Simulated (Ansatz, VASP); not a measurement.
**Two plane-wave programs on SiW2**

Contents of INCAR:

```
PREC = Accurate
ENCUT = 600
EDIFF = 1E-7
ISMEAR = 0
SIGMA = 0.1
LREAL = F
LASPH = T
NELM = 60
ALGO = Fast
ISIF = 3
LWAVE = F
LCHARG = F
GGA = PE
IBRION = 2
NSW = 100
EDIFFG = -0.01
```

The input KPOINTS:

```
Automatic mesh
0
Gamma
  12 12 18
```

The input POSCAR:

```
SiW2
1.0
    4.5578479663      0.0000000000      0.0000000000
   -2.2789239832      3.9472121254      0.0000000000
    0.0000000000      0.0000000000      2.6261202535
Si W
1 2
Direct
    0.0000000000      0.0000000000      0.0000000000
    0.3333333333      0.6666666667      0.5000000000
    0.6666666667      0.3333333333      0.5000000000
```

Input for Ansatz:

```yaml
crystal:
  lattice:
    - [4.5578479663, 0.0, 0.0]
    - [-2.2789239832, 3.9472121254, 0.0]
    - [0.0, 0.0, 2.6261202535]
  atoms:
    - { symbol: Si, position: [0.0, 0.0, 0.0] }
    - { symbol: W, position: [0.3333333333, 0.6666666667, 0.5] }
    - { symbol: W, position: [0.6666666667, 0.3333333333, 0.5] }
basis:
  ecutwfc: 420
kpoints:
  mp_grid: { grid: [12, 12, 18] }
hamiltonian:
  xc: pbe
scf:
  occupations: { method: gaussian, width: 0.1 }
output:
  forces: true
  stress: true
  eigenvalues: true
  write_density: true
  write_potential: true
  elf: true
  volumetric_format: npy
relax:
  adjacent_minimum: "off"
  f_tol: 0.01
  max_steps: 80
  cell: { stress_tol: 0.05 }
```

Change from the starting cell: species swapped into the LaCu2 type (P6/mmm, No. 191).

Alike in both runs: task relaxation of cell and atoms; functional PBE; k mesh 12 × 12 × 18; occupations gaussian, width 0.1 eV; no spin polarisation.

|  | VASP | Ansatz |
| --- | --- | --- |
| version | VASP 6.6.1 | Ansatz 0.2.0 |
| potentials or method | VASP PAW PBE potentials, release 64 (Si, W_sv), cutoff 600 eV | scalar-relativistic, plane waves, PAW |
| valence electrons in the cell | 32 | 32 |

|  | VASP | Ansatz | Ansatz less VASP |
| --- | --- | --- | --- |
| gap on the k mesh at the Fermi level, each at its own relaxed structure (eV) | none | none | - |
| relaxed volume (Å³/atom) | 15.86 | 15.83 | -0.037 |
| relaxed length of the cell vector where the two differ most in proportion (Å) | 2.648 | 2.645 | -0.0027 |

A gap of «none» marks a metal or a gap that the smearing closes.

Neither program's run includes spin-orbit coupling.
